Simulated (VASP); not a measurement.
# Be (P2_1/m) in VASP: notebook, part 2 of 2

VASP 6.6.1.

## 6. Single point, PBE+D3(BJ) (atoms displaced along several vibrational modes)

Contents of INCAR:

```
SYSTEM = Be
ALGO = Fast
EDIFF = 1E-6
ENCUT = 520
GGA = PE
ISIF = 2
ISMEAR = 0
IVDW = 12
LASPH = .TRUE.
LCHARG = .FALSE.
LREAL = .FALSE.
LWAVE = .FALSE.
NBANDS = 9
NELM = 80
PREC = Accurate
SIGMA = 0.15
```

Contents of KPOINTS:

```
k-points
0
G
  24 24 12
  0 0 0
```

Contents of POSCAR:

```
Be
1.0
    2.2141966284      0.0000000000      0.0000000000
   -1.1070983142      1.9175505292      0.0000000000
    0.0000000000      0.0000000000      3.5001053904
Be
2
Direct
    0.3486669704      0.7391549781      0.2500000000
    0.6513330296      0.2608450219      0.7500000000
```

Potentials or basis: VASP PAW PBE potentials, release 64 (Be).

Command:

```
> cat potpaw_PBE.64/Be/POTCAR > POTCAR
> mpirun -np 1 vasp_std > vasp.out
```

OUTCAR:

```text
SYSTEM = Be
   EDIFF = 1E-6
   ENCUT = 520
   GGA = PE
   ISIF = 2
   ISMEAR = 0
   IVDW = 12
   LASPH = .TRUE.
   LREAL = .FALSE.
   NELM = 80
   PREC = Accurate
 IVDW          = 12

 ion  position               nearest neighbor table
   1  0.349  0.739  0.250-   2 2.02   2 2.02   2 2.22   2 2.22   2 2.31   2 2.31
   2  0.651  0.261  0.750-   1 2.02   1 2.02   1 2.22   1 2.22   1 2.31   1 2.31

  LATTYP: Found a hexagonal cell.
 ALAT       =     2.2141966284
 C/A-ratio  =     1.5807563545

  Lattice vectors:

 A1 = (   2.2141966284,   0.0000000000,   0.0000000000)
 A2 = (  -1.1070983142,   1.9175505292,   0.0000000000)
 A3 = (   0.0000000000,   0.0000000000,   3.5001053904)

Analysis of symmetry for initial positions (statically):
=====================================================================
 Subroutine PRICEL returns:
 Original cell was already a primitive cell.

 Routine SETGRP: Setting up the symmetry group for a
 hexagonal supercell.

 Subroutine GETGRP returns: Found  4 space group operations
 (whereof  2 operations were pure point group operations)
 out of a pool of 24 trial point group operations.

The static configuration has the point symmetry S_2 .
[... 172 lines left out ...]
  band No.  band energies     occupation
      1      -4.1456      2.00000
      2       2.7901      2.00000
      3       8.8204      0.00000
      4      23.8728      0.00000
      5      25.6715      0.00000
      6      25.8392      0.00000
      7      28.4685      0.00000
      8      29.6500      0.00000
      9      34.6327      0.00000
[... 265 lines left out ...]
 k-point    24 :       0.0000    0.3333    0.0000
  band No.  band energies     occupation
      1      -0.8645      2.00000
      2       7.1737      2.00000
      3       7.6468      1.11066
      4      15.1351      0.00000
      5      18.5969      0.00000
      6      19.7806      0.00000
      7      21.6132      0.00000
      8      25.4559      0.00000
      9      28.4042      0.00000

 [... further k-points ...]

------------------------ aborting loop because EDIFF is reached ----------------------------------------

 Edisp (eV)   -0.75724

 E8    (eV) :    -0.2625

  FORCE on cell =-STRESS in cart. coord.  units (eV):
  Direction    XX          YY          ZZ          XY          YZ          ZX
  --------------------------------------------------------------------------------------
  -------------------------------------------------------------------------------------
  Total      -0.68546     0.58650     0.70681     0.31660     0.00000     0.00000
  in kB     -73.90105    63.23216    76.20200    34.13286     0.00000     0.00000
  external pressure =       21.84 kB  Pullay stress =        0.00 kB

 VOLUME and BASIS-vectors are now :
 -----------------------------------------------------------------------------
  energy-cutoff  :      520.00
  volume of cell :       14.86
      direct lattice vectors                 reciprocal lattice vectors
     2.214196628  0.000000000  0.000000000     0.451631073  0.260749322  0.000000000
    -1.107098314  1.917550529  0.000000000     0.000000000  0.521498644  0.000000000
     0.000000000  0.000000000  3.500105390     0.000000000  0.000000000  0.285705683

 POSITION                                       TOTAL-FORCE (eV/Angst)
 -----------------------------------------------------------------------------------
     -0.04630      1.41737      0.87503         0.107529     -1.294464      0.000000
      1.15340      0.50018      2.62508        -0.107529      1.294464      0.000000
 -----------------------------------------------------------------------------------
    total drift:                               -0.000000     -0.000000      0.000000

  FREE ENERGIE OF THE ION-ELECTRON SYSTEM (eV)
  ---------------------------------------------------
  free  energy   TOTEN  =        -8.0826266195 eV

  energy  without entropy=       -8.0807867609  energy(sigma->0) =       -8.08170669
```

Run time: 4 min. Hardware: 1 thread of Oxide Virtual Turin-like, shared host; peak memory 0.29 GiB.

Results:

```
Free energy                : -8.0826 eV
Pressure                   : 2.2 GPa
Largest force              : 1.299 eV/Å
Band gap on the k mesh     : zero (bands 2 and 3 overlap by 2.06 eV)
Dispersion energy per atom : -0.379 eV
```

Forces in eV/Å, atoms in the order of the input:
```
Be   0.108 -1.294  0.000
Be  -0.108  1.294  0.000
```

Caveat: the cell differs from its parent crystal (atoms displaced along several vibrational modes); the stress differs along the axes, from -7 to 8 GPa; forces of over 1 eV/Å act on the atoms, so gaps and moduli don't describe the material at rest.

## 7. Single point, PBE+D3(BJ) (atoms displaced along several vibrational modes)

Contents of INCAR:

```
PREC = Accurate ; ENCUT = 520
EDIFF = 1E-6 ; ISMEAR = 0
SIGMA = 0.15 ; LREAL = F
LASPH = T ; NELM = 100
ALGO = Fast ; ISIF = 2
LWAVE = F ; LCHARG = T
GGA = PE ; IVDW = 12
LELF = T ; LVHAR = T
NBANDS = 9
```

Contents of KPOINTS:

```
regular mesh
0
Gamma
  24 24 12
```

Contents of POSCAR:

```
Be
1.0
    2.2141966284      0.0000000000      0.0000000000
   -1.1070983142      1.9175505292      0.0000000000
    0.0000000000      0.0000000000      3.5001053904
Be
2
Direct
    0.3003501210      0.6425212795      0.2500000000
    0.6996498790      0.3574787205      0.7500000000
```

Command:

```
> cat potpaw_PBE.64/Be/POTCAR > POTCAR
> mpirun -np 1 vasp_std > vasp.out
```

Run time: 3.2 min. Hardware: 1 thread of Oxide Virtual Turin-like, shared host; peak memory 0.3 GiB.

Results (log left out):

| Property | Result |
| --- | --- |
| Free energy | -8.2294 eV |
| Pressure | 0.6 GPa |
| Largest force | 0.563 eV/Å |
| Band gap on the k mesh | zero (bands 2 and 3 overlap by 2.17 eV) |
| Dispersion energy per atom | -0.379 eV |

Forces on the atoms (eV/Å):
```
Be   0.435  0.357  0.000
Be  -0.435 -0.357  0.000
```

Stress tensor (GPa, compression positive):
```
 3.30  2.72  0.00
 2.72 -2.71  0.00
 0.00  0.00  1.22
```

Levels at points of the mesh, in eV from the Fermi level:
| k point | band 1 | band 2 | band 3 | band 4 | band 5 | band 6 | band 7 |
| --- | --- | --- | --- | --- | --- | --- | --- |
| (0.00, 0.00, 0.00) | -11.71 | -4.73 | 1.25 | 16.50 | 17.36 | 19.10 | 20.47 |
| (0.50, 0.00, 0.00) | -4.97 | -3.70 | 4.32 | 5.90 | 8.05 | 9.94 | 10.06 |
| (0.00, 0.50, 0.00) | -5.42 | -2.80 | 3.39 | 6.44 | 7.25 | 9.94 | 10.90 |
| (0.50, 0.50, 0.00) | -5.31 | -3.05 | 3.60 | 6.86 | 6.90 | 10.02 | 10.70 |
| (0.00, 0.00, 0.50) | -9.51 | -9.51 | 11.08 | 11.08 | 18.49 | 18.49 | 18.65 |
| (0.50, 0.00, 0.50) | -3.96 | -3.96 | 2.09 | 2.09 | 12.63 | 12.63 | 15.46 |
| (0.00, 0.50, 0.50) | -3.69 | -3.69 | 1.48 | 1.48 | 12.58 | 12.58 | 16.69 |
| (0.50, 0.50, 0.50) | -3.78 | -3.78 | 1.67 | 1.67 | 12.56 | 12.56 | 16.38 |

Caveat: the cell differs from its parent crystal (atoms displaced along several vibrational modes); the stress differs along the axes, from -3 to 3 GPa.

## 8. The runs side by side

| cell | further INCAR settings | gap on the mesh (eV) | pressure (GPa) | largest force (eV/Å) |
| --- | --- | --- | --- | --- |
| as given, atomic positions A | ALGO = Fast; EDIFF = 1e-06; NBANDS = 9 | none | 1.7 | 0.79 |
| as given, atomic positions B | ALGO = Fast; EDIFF = 1e-07; NBANDS = 9 | none | 0.5 | 0.45 |
| as given, atomic positions C | ALGO = Fast; EDIFF = 1e-07; NBANDS = 9 | none | 2.3 | 1.37 |
| as given, atomic positions D | ALGO = Fast; EDIFF = 1e-06; NBANDS = 9 | none | 2.6 | 0.99 |
| as given, atomic positions E | ALGO = Fast; EDIFF = 1e-06; NBANDS = 9 | none | 2.2 | 1.30 |
| as given, atomic positions F | ALGO = Fast; EDIFF = 1e-06; NBANDS = 9 | none | 0.6 | 0.56 |

Alike in all rows: task single point; level PBE+D3(BJ); potentials or basis VASP PAW PBE potentials, release 64 (Be); no spin polarisation; k mesh 24 × 24 × 12; cutoff (eV) 520; smearing gaussian 0.15 eV.

Caveats: the stress differs along the axes, from -3 to 3 GPa (at least some runs); forces of over 1 eV/Å act on the atoms, so gaps and moduli don't describe the material at rest (at least some runs); the stress differs along the axes, from -7 to 8 GPa (at least some runs); the stress differs along the axes, from -3 to 5 GPa (at least some runs); the stress differs along the axes, from -2 to 8 GPa (at least some runs).

Absolute energies hang on the potentials; compare differences alone.
